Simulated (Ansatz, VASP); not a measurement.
# Two plane-wave programs on Si2W

```
CELL_PARAMETERS angstrom
-1.60148 1.60148 3.90915
1.60148 -1.60148 3.90915
1.60148 1.60148 -3.90915
ATOMIC_POSITIONS crystal
Si 0.33455 0.33455 0.00000
Si 0.66545 0.66545 0.00000
W 0.00000 0.00000 0.00000
```

Alike in both runs: functional PBEsol; k mesh 10 × 10 × 10; occupations fermi-dirac, width 0.1 eV; no spin polarisation.

Ansatz relaxed the structure, and its values are those at the end. VASP's run is a single point on that final structure, the one shown.

```csv
,VASP,Ansatz
version,VASP 6.6.1,Ansatz 0.2.0
potentials or method,"VASP PAW PBE potentials, release 64 (Si, W_sv), cutoff 520 eV",PAW plane waves
valence electrons in the cell,22,22
```

```csv
,VASP,Ansatz,Ansatz less VASP
gap on the k mesh at the Fermi level (eV),none,none,-
pressure (GPa),0.3,0.0,-0.28
rms of the force components (eV/Å),0.006,0.004,-0.0017
```

VASP's potentials were made for PBE, not for PBEsol, and Ansatz warns of the same on its side. A gap of «none» marks a metal or a gap that the smearing closes. With one functional, cell and mesh, what is left measures potentials, basis and numerics.

Neither program's run includes spin-orbit coupling.
